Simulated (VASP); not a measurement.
Cu: single point with PBEsol

The system is Cu.

```
Cu
1.0
     0.00000    1.80500    1.80500
     1.80500    0.00000    1.80500
     1.80500    1.80500    0.00000
Cu
1
Cartesian
  0.0000 0.0000 0.0000
```

```
Program                : VASP 6.6.1
Task                   : single point
Functional             : PBEsol
Potentials or basis    : VASP PAW PBE potentials, release 64 (Cu)
Cutoff                 : 600 eV
k mesh                 : 16 × 16 × 16
Occupations            : gaussian, width 0.05 eV
Spin                   : no spin polarisation
Dipole correction      : no
Further INCAR settings : ALGO = Normal; EDIFF = 1e-06; NBANDS = 12
```

| Quantity | Value |
| --- | --- |
| Pressure | -5.1 GPa |
| Band gap on the k mesh | zero (an odd number of electrons rules out a gap without spin polarisation) |

Levels at points of the mesh, in eV from the Fermi level:
```tsv
k point	band 3	band 4	band 5	band 6	band 7	band 8	band 9	band 10
(0.00, 0.00, 0.00)	-2.99	-2.99	-2.15	-2.15	22.66	25.31	25.31	25.31
(0.50, 0.00, 0.00)	-3.02	-1.58	-1.58	-1.00	3.81	21.15	22.13	22.13
(0.50, 0.50, 0.00)	-1.59	-1.44	-1.44	1.50	7.17	13.11	13.11	17.64
```

It took 7.9 s on 1 thread of Intel(R) Xeon(R) 6975P-C (Granite Rapids), with other jobs on the host, peak memory 0.14 GiB.

Caveat: the cell stands under tension; the PAW data sets were made with another functional, which shifts forces and pressure a little.
